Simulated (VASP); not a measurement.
# Al5GaAs6 (P31m) in VASP: a series of runs, part 2 of 2

VASP 6.6.1. Earlier steps stand in the parts before.

**4. Relaxation of cell and atoms, PBE**

The input, INCAR:

```
PREC = Accurate
ENCUT = 600
EDIFF = 1E-7
ISMEAR = 0
SIGMA = 0.1
LREAL = False
LASPH = True
NELM = 60
ALGO = Normal
ISIF = 3
LWAVE = False
LCHARG = False
GGA = PE
IBRION = 2
NSW = 90
EDIFFG = -0.04
```

The input, KPOINTS:

```
regular mesh
0
Gamma
  3 3 4
```

The input, POSCAR:

```
Al5GaAs6
1.0
    6.6259156800      0.0000000000      0.0000000000
   -3.3129578400      5.7382113000      0.0000000000
    0.0000000000      0.0000000000      6.3088570600
Al Ga As
5 1 6
Direct
    0.3333333300      0.3333333300      0.9999840900
    0.0000000000      0.6666666700      0.9999840900
    0.6666666700      0.0000000000      0.9999840900
    0.6666666700      0.3333333300      0.4999840900
    0.3333333300      0.6666666700      0.4999840900
    0.0000000000      0.0000000000      0.4999840900
    0.3333333300      0.3333333300      0.3740159000
    0.0000000000      0.6666666700      0.3740159000
    0.6666666700      0.0000000000      0.3740159000
    0.6666666700      0.3333333300      0.8740159000
    0.3333333300      0.6666666700      0.8740159000
    0.0000000000      0.0000000000      0.8740159000
```

On the command line:

```
> cat potpaw_PBE.64/Al/POTCAR potpaw_PBE.64/Ga_d/POTCAR potpaw_PBE.64/As/POTCAR > POTCAR
> mpirun -np 1 vasp_std > vasp.out
```

Run time: 5.6 min. Hardware: 1 thread of Intel Xeon 6975P-C (Granite Rapids), shared host; peak memory 0.45 GiB.

The run converged. Its results:

| Property | Result |
| --- | --- |
| Free energy | -55.0958 eV |
| Relaxed volume | 23.58 Å³/atom |
| Relaxed cell | a = 7.007 Å, b = 7.007 Å, c = 6.654 Å, α = 90.00°, β = 90.00°, γ = 120.00° |
| Space group after relaxing (to 0.05 Å) | P31m (No. 157) |
| Energy gained by relaxing | 151.3 meV/atom |
| Ionic steps | 7 |
| Pressure after relaxing | 0.0 GPa |
| Largest force after relaxing | 0.016 eV/Å |
| Band gap on the k mesh | 1.34 eV, direct |

Forces on the atoms (eV/Å):
```
Al   0.005  0.008 -0.004
Al   0.005 -0.008 -0.004
Al  -0.009  0.000 -0.004
Al   0.000  0.000 -0.001
Al   0.000  0.000 -0.001
Ga   0.000  0.000  0.002
As   0.004  0.007  0.000
As   0.004 -0.007  0.000
As  -0.008  0.000  0.000
As   0.000  0.000 -0.002
As   0.000  0.000 -0.002
As   0.000  0.000  0.016
```

Step by step:
| step | energy change (eV) | largest force (eV/Å) | pressure (GPa) | volume (Å³) |
| --- | --- | --- | --- | --- |
| 1 | 0.0000 | 0.1024 | 15.64 | 239.87 |
| 2 | -1.2205 | 0.1463 | -5.52 | 314.16 |
| 3 | -1.8145 | 0.1062 | -0.01 | 282.91 |
| 4 | -1.8140 | 0.1049 | 0.21 | 282.00 |
| 5 | -1.8150 | 0.0503 | 0.20 | 282.04 |
| 6 | -1.8153 | 0.0215 | 0.20 | 282.07 |
| 7 | -1.8160 | 0.0159 | -0.01 | 282.96 |

Final structure:
```xyz
12
Lattice="7.0073 0.0000 0.0000 -3.5037 6.0685 0.0000 0.0000 0.0000 6.6542" Properties=species:S:1:pos:R:3 pbc="T T T"
Al    1.1681    2.0232    6.6508
Al    4.6717    4.0454    6.6508
Al    4.6712    0.0000    6.6508
Al    3.5037    2.0228    3.3277
Al    0.0000    4.0457    3.3277
Ga    0.0000    0.0000    3.3290
As    1.1706    2.0275    2.4869
As   -2.3331    4.0411    2.4869
As    4.6662    0.0000    2.4869
As    3.5037    2.0228    5.8167
As    0.0000    4.0457    5.8167
As    0.0000    0.0000    5.8260
```

Levels at points of the mesh, in eV from the valence-band top:
```
           k point  band 26  band 27  band 28  band 29  band 30  band 31  band 32  band 33
(0.00, 0.00, 0.00)    -0.98    -0.14     0.00     0.00     1.34     1.67     2.26     2.26
(0.00, 0.00, 0.50)    -0.59    -0.59    -0.50    -0.50     1.86     2.35     2.55     2.57
```

Caveat: the volume moved by over 15 % at a fixed basis, so the end points are rough. Expect the measured gap to be larger: semilocal functionals such as PBE lack the derivative discontinuity.

**5. Single point, PBE**

This run uses another cell than the first one, of 23.53 Å³/atom, 1.177 times its volume.

The input, INCAR:

```
PREC = Accurate ; ENCUT = 520
EDIFF = 1E-6 ; ISMEAR = 0
SIGMA = 0.02 ; LREAL = False
LASPH = True ; NELM = 100
ALGO = Normal ; ISIF = 2
LWAVE = False ; LCHARG = True
GGA = PE ; LELF = True
LVHAR = True ; NBANDS = 41
```

The input, KPOINTS:

```
Automatic mesh
0
Gamma
  6 6 4
```

The input, POSCAR:

```
Al5GaAs6
1.0
    7.0028213292      0.0000000000      0.0000000000
   -3.5014106646      6.0646211692      0.0000000000
    0.0000000000      0.0000000000      6.6481502876
Al Ga As
5 1 6
Direct
    0.3336297353      0.3336297353      0.9994090945
    0.0000000000      0.6663702647      0.9994090945
    0.6663702647      0.0000000000      0.9994090945
    0.6666666667      0.3333333333      0.4999460004
    0.3333333333      0.6666666667      0.4999460004
    0.0000000000      0.0000000000      0.5005665000
    0.3341382684      0.3341382684      0.3737775352
    0.0000000000      0.6658617316      0.3737775352
    0.6658617316      0.0000000000      0.3737775352
    0.6666666667      0.3333333333      0.8739991596
    0.3333333333      0.6666666667      0.8739991596
    0.0000000000      0.0000000000      0.8759832309
```

On the command line:

```
> cat potpaw_PBE.64/Al/POTCAR potpaw_PBE.64/Ga_d/POTCAR potpaw_PBE.64/As/POTCAR > POTCAR
> mpirun -np 1 vasp_std > vasp.out
```

It took 3.3 min on 1 thread of Intel Xeon 6975P-C (Granite Rapids), shared host; peak memory 0.52 GiB.

The run converged. Its results:

```
Free energy            : -55.1230 eV
Pressure               : 0.2 GPa
Largest force          : 0.004 eV/Å
Band gap on the k mesh : 1.35 eV, direct
```

Forces on the atoms (eV/Å):
```
Al   0.000  0.000  0.002
Al   0.000  0.000  0.002
Al   0.000  0.000  0.002
Al   0.000  0.000  0.001
Al   0.000  0.000  0.001
Ga   0.000  0.000  0.001
As   0.001  0.002 -0.003
As   0.001 -0.002 -0.003
As  -0.003  0.000 -0.003
As   0.000  0.000 -0.002
As   0.000  0.000 -0.002
As   0.000  0.000  0.003
```

Levels at points of the mesh, in eV from the valence-band top:
| k point | band 25 | band 26 | band 27 | band 28 | band 29 | band 30 | band 31 | band 32 | band 33 | band 34 |
| --- | --- | --- | --- | --- | --- | --- | --- | --- | --- | --- |
| (0.00, 0.00, 0.00) | -0.99 | -0.99 | -0.13 | 0.00 | 0.00 | 1.35 | 1.68 | 2.26 | 2.26 | 3.86 |
| (0.50, 0.00, 0.00) | -1.06 | -1.02 | -0.96 | -0.92 | -0.92 | 1.65 | 2.77 | 3.28 | 3.40 | 3.56 |
| (0.00, 0.00, 0.50) | -1.31 | -0.60 | -0.60 | -0.50 | -0.50 | 1.86 | 2.36 | 2.57 | 2.58 | 2.65 |
| (0.50, 0.00, 0.50) | -1.73 | -1.71 | -1.71 | -1.70 | -1.68 | 1.66 | 1.90 | 2.84 | 3.11 | 3.24 |

**6. Relaxation of cell and atoms, PBE**

This run uses another cell than the first one, of 23.48 Å³/atom, 1.175 times its volume.

The input, INCAR:

```
SYSTEM = Al5GaAs6
  PREC = Accurate
  ENCUT = 600
  EDIFF = 1E-7
  ISMEAR = 0
  SIGMA = 0.02
  LREAL = .False.
  LASPH = .True.
  NELM = 80
  ALGO = Normal
  ISIF = 3
  LWAVE = .False.
  LCHARG = .False.
  GGA = PE
  IBRION = 2
  NSW = 100
  EDIFFG = -0.01
```

The input, KPOINTS:

```
regular mesh
0
Gamma
  6 6 4
  0 0 0
```

The input, POSCAR:

```
Al5GaAs6
1.0
    6.9974599983      0.0000000000      0.0000000000
   -3.4987299991      6.0599781205      0.0000000000
    0.0000000000      0.0000000000      6.6448396894
Al Ga As
5 1 6
Direct
    0.3336439559      0.3336439559      0.9994428949
    0.0000000000      0.6663560441      0.9994428949
    0.6663560441      0.0000000000      0.9994428949
    0.6666666667      0.3333333333      0.4999339248
    0.3333333333      0.6666666667      0.4999339248
    0.0000000000      0.0000000000      0.5006884274
    0.3340603108      0.3340603108      0.3737270467
    0.0000000000      0.6659396892      0.3737270467
    0.6659396892      0.0000000000      0.3737270467
    0.6666666667      0.3333333333      0.8739589590
    0.3333333333      0.6666666667      0.8739589590
    0.0000000000      0.0000000000      0.8760159201
```

Potentials or basis: VASP PAW PBE potentials, release 64 (Al, Ga_d, As).

On the command line:

```
> cat potpaw_PBE.64/Al/POTCAR potpaw_PBE.64/Ga_d/POTCAR potpaw_PBE.64/As/POTCAR > POTCAR
> mpirun -np 1 vasp_std > vasp.out
```

OUTCAR:

```text
SYSTEM = Al5GaAs6
   PREC = Accurate
   ENCUT = 600
   EDIFF = 1E-7
   ISMEAR = 0
   LREAL = .False.
   LASPH = .True.
   NELM = 80
   ISIF = 3
   GGA = PE
   IBRION = 2
   NSW = 100
   EDIFFG = -0.01

 ion  position               nearest neighbor table
   1  0.334  0.334  0.999-  12 2.47  11 2.48  10 2.48   7 2.49
   2  0.000  0.666  0.999-  12 2.47  11 2.48  10 2.48   8 2.49
   3  0.666  0.000  0.999-  12 2.47  10 2.48  11 2.48   9 2.49
   4  0.667  0.333  0.500-   9 2.48   8 2.48   7 2.48  10 2.49
   5  0.333  0.667  0.500-   8 2.48   9 2.48   7 2.48  11 2.49
   6  0.000  0.000  0.501-   8 2.49   9 2.49   7 2.49  12 2.49
   7  0.334  0.334  0.374-   5 2.48   4 2.48   6 2.49   1 2.49
   8  0.000  0.666  0.374-   5 2.48   4 2.48   6 2.49   2 2.49
   9  0.666  0.000  0.374-   4 2.48   5 2.48   6 2.49   3 2.49
  10  0.667  0.333  0.874-   3 2.48   2 2.48   1 2.48   4 2.49
  11  0.333  0.667  0.874-   2 2.48   3 2.48   1 2.48   5 2.49
  12  0.000  0.000  0.876-   2 2.47   3 2.47   1 2.47   6 2.49

  LATTYP: Found a hexagonal cell.
 ALAT       =     6.9974599983
 C/A-ratio  =     0.9496073848

  Lattice vectors:

 A1 = (   6.9974599983,   0.0000000000,   0.0000000000)
 A2 = (  -3.4987299991,   6.0599781205,   0.0000000000)
 A3 = (   0.0000000000,   0.0000000000,   6.6448396894)

Analysis of symmetry for initial positions (statically):
=====================================================================
 Subroutine PRICEL returns:
 Original cell was already a primitive cell.

 Routine SETGRP: Setting up the symmetry group for a
 hexagonal supercell.

 Subroutine GETGRP returns: Found  6 space group operations
 (whereof  6 operations were pure point group operations)
 out of a pool of 24 trial point group operations.

The static configuration has the point symmetry C_3v.

Analysis of symmetry for dynamics (positions and initial velocities):
=====================================================================
 Subroutine PRICEL returns:
 Original cell was already a primitive cell.

 Routine SETGRP: Setting up the symmetry group for a
 hexagonal supercell.
[... 133 lines left out ...]
   TEBEG  =    0.0;   TEEND  =   0.0 temperature during run
   PSTRESS=    0.0 pullay stress
   NELECT =      58.0000    total number of electrons
   NUPDOWN=      -1.0000    fix difference up-down
   EMIN   =  10.00;   EMAX   =-10.00  energy-range for DOS
   EFERMI =   0.00;   METHOD = LEGACY
   ISMEAR =     0;   SIGMA  =   0.02  broadening in eV -4-tet -1-fermi 0-gaus
   EFERMI_NEDOS =   21; number of points for ismear=-14 and -15
   IALGO  =     38    algorithm
   IMIX   =      4    mixing-type and parameters
     AMIX     =   0.40;   BMIX     =  1.00
     AMIX_MAG =   1.60;   BMIX_MAG =  1.00
  volume/ion in A,a.u.               =      23.48       158.46
  Fermi-wavevector in a.u.,A,eV,Ry     =   0.966612  1.826632 12.712450  0.934339
  Thomas-Fermi vector in A             =   2.096428
   LORBIT       =      0    0 simple, 1 ext, 2 COOP (PROOUT), +10 PAW based schemes
   GGA     = PE    functional components
   LHFCALC =     F    Hartree Fock is set to
   AEXX    =    0.0000 exact exchange contribution
   IVDW    =     0    specifies the selected vdW correction
   LEPSILON=     F    determine dielectric tensor
   LRPA    =     F    only Hartree local field effects (RPA)
 conjugate gradient relaxation of ions
 non-spin polarized calculation
 Gauss-broadening in eV      SIGMA  =   0.02
  energy-cutoff  :      600.00
  volume of cell :      281.77
 maximum number of plane-waves:      9438
   NGX = 27   NGY = 27   NGZ = 27

--------------------------------------- Ionic step        1  -------------------------------------------

 number of electron      58.0000003 magnetization

 Free energy of the ion-electron system (eV)
  ---------------------------------------------------
  ext. energy  EPLUGINS =         0.00000000
  ---------------------------------------------------
  free energy    TOTEN  =       -55.12236599 eV

  energy without entropy =      -55.12236599  energy(sigma->0) =      -55.12236599

------------------------ aborting loop because EDIFF is reached ----------------------------------------

  FORCE on cell =-STRESS in cart. coord.  units (eV):
  Direction    XX          YY          ZZ          XY          YZ          ZX
  --------------------------------------------------------------------------------------
  -------------------------------------------------------------------------------------
  Total        0.5245013      0.5245013      0.5066827      0.0000000     -0.0000000      0.0000000
  in kB        2.9823674      2.9823674      2.8810494      0.0000000     -0.0000000      0.0000000
  external PRESSURE =       2.9485947 kB  Pullay stress =       0.0000000 kB
[... 79 lines left out ...]
--------------------------------------- Ionic step        3  -------------------------------------------

 number of electron      58.0000002 magnetization

 Free energy of the ion-electron system (eV)
  ---------------------------------------------------
  ext. energy  EPLUGINS =         0.00000000
  ---------------------------------------------------
  free energy    TOTEN  =       -55.12348653 eV

  energy without entropy =      -55.12348653  energy(sigma->0) =      -55.12348653

 E-fermi :   3.7537     XC(G=0):  -8.9681

 val. band max:        3.6502111185   @ k =   0.0000   0.0000   0.0000
 cond. band min:       4.9875316750   @ k =   0.0000   0.0000   0.0000
 fundamental gap:      1.3373205565
 Fermi energy:         3.7537429821

 k-point     1 :       0.0000    0.0000    0.0000
  band No.  band energies     occupation
      1     -10.8824      2.00000
      2     -10.8824      2.00000
      3     -10.8816      2.00000
      4     -10.8136      2.00000
      5     -10.8136      2.00000
      6      -8.2353      2.00000
[... 964 lines left out ...]
  FREE ENERGIE OF THE ION-ELECTRON SYSTEM (eV)
  ---------------------------------------------------
  free  energy   TOTEN  =       -55.1234865250 eV

  energy  without entropy=      -55.1234865250  energy(sigma->0) =      -55.12348653

 reached required accuracy - stopping structural energy minimisation
```

Run time: 7.5 min. Hardware: 1 thread of Intel Xeon Platinum 8559C (Emerald Rapids), shared host; peak memory 0.61 GiB.

What came out:

```yaml
Free_energy: -55.1235 eV
Relaxed_volume: 23.58 Å³/atom
Relaxed_cell: a = 7.008 Å, b = 7.008 Å, c = 6.654 Å, α = 90.00°, β = 90.00°, γ = 120.00°
Space_group_after_relaxing_to_0.05_Å: P31m (No. 157)
Energy_gained_by_relaxing: 0.1 meV/atom
Ionic_steps: 3
Pressure_after_relaxing: 0.0 GPa
Largest_force_after_relaxing: 0.006 eV/Å
Band_gap_on_the_k_mesh: 1.34 eV, direct
```

Forces in eV/Å, atoms in the order of the input:
```
Al   0.000  0.000 -0.001
Al   0.000  0.000 -0.001
Al   0.000  0.000 -0.001
Al   0.000  0.000 -0.001
Al   0.000  0.000 -0.001
Ga   0.000  0.000 -0.002
As   0.003  0.005  0.001
As   0.003 -0.005  0.001
As  -0.006  0.000  0.001
As   0.000  0.000  0.000
As   0.000  0.000  0.000
As   0.000  0.000  0.004
```

Step by step:
| step | energy change (eV) | largest force (eV/Å) | pressure (GPa) | volume (Å³) |
| --- | --- | --- | --- | --- |
| 1 | 0.0000 | 0.0064 | 0.29 | 281.77 |
| 2 | -0.0009 | 0.0058 | -0.12 | 283.54 |
| 3 | -0.0011 | 0.0059 | 0.00 | 283.00 |

Final structure:
```
Al Ga As
1.0
     7.00775    0.00000    0.00000
    -3.50387    6.06889    0.00000
     0.00000    0.00000    6.65428
Al Ga As
5 1 6
Direct
  0.33364 0.33364 0.99945
  0.00000 0.66636 0.99945
  0.66636 0.00000 0.99945
  0.66667 0.33333 0.49994
  0.33333 0.66667 0.49994
  0.00000 0.00000 0.50069
  0.33409 0.33409 0.37373
  0.00000 0.66591 0.37373
  0.66591 0.00000 0.37373
  0.66667 0.33333 0.87395
  0.33333 0.66667 0.87395
  0.00000 0.00000 0.87603
```

Levels at points of the mesh, in eV from the valence-band top:
```csv
k point,band 25,band 26,band 27,band 28,band 29,band 30,band 31,band 32,band 33,band 34
"(0.00, 0.00, 0.00)",-0.98,-0.98,-0.14,0.00,0.00,1.34,1.67,2.26,2.26,3.86
"(0.50, 0.00, 0.00)",-1.06,-1.02,-0.96,-0.92,-0.92,1.66,2.76,3.28,3.40,3.55
"(0.00, 0.00, 0.50)",-1.31,-0.59,-0.59,-0.50,-0.50,1.86,2.35,2.56,2.57,2.64
"(0.50, 0.00, 0.50)",-1.73,-1.71,-1.71,-1.70,-1.67,1.65,1.90,2.84,3.11,3.23
```

**7. Overview**

```csv
task,cell,k mesh,cutoff (eV),smearing,gap on the mesh (eV),pressure (GPa),relaxed volume (Å³/atom),largest force (eV/Å)
single point,"a = 6.626, b = 6.626, c = 6.309 Å, angles 90.0, 90.0, 120.0°, 12 atoms",3 × 3 × 4,520,gaussian 0.1 eV,1.42,15.6,-,0.10
single point,"a = 6.997, b = 6.997, c = 6.645 Å, angles 90.0, 90.0, 120.0°, 12 atoms",3 × 3 × 4,520,gaussian 0.1 eV,1.36,0.3,-,0.01
relaxation of cell and atoms,"relaxed from a = 6.626, b = 6.626, c = 6.309 Å, angles 90.0, 90.0, 120.0°, 12 atoms",3 × 3 × 4,600,gaussian 0.1 eV,1.34,0.0,23.58,0.02
single point,"a = 7.003, b = 7.003, c = 6.648 Å, angles 90.0, 90.0, 120.0°, 12 atoms",6 × 6 × 4,520,gaussian 0.02 eV,1.35,0.2,-,-
relaxation of cell and atoms,"relaxed from a = 6.997, b = 6.997, c = 6.645 Å, angles 90.0, 90.0, 120.0°, 12 atoms",6 × 6 × 4,600,gaussian 0.02 eV,1.34,0.0,23.58,0.01
```

Alike in all rows: level PBE; potentials or basis VASP PAW PBE potentials, release 64 (Al, Ga_d, As); no spin polarisation.

Caveats: the volume moved by over 15 % at a fixed basis, so the end points are rough (some runs).

Total energies depend on the potentials used, so only differences within one code and one set of settings carry meaning.
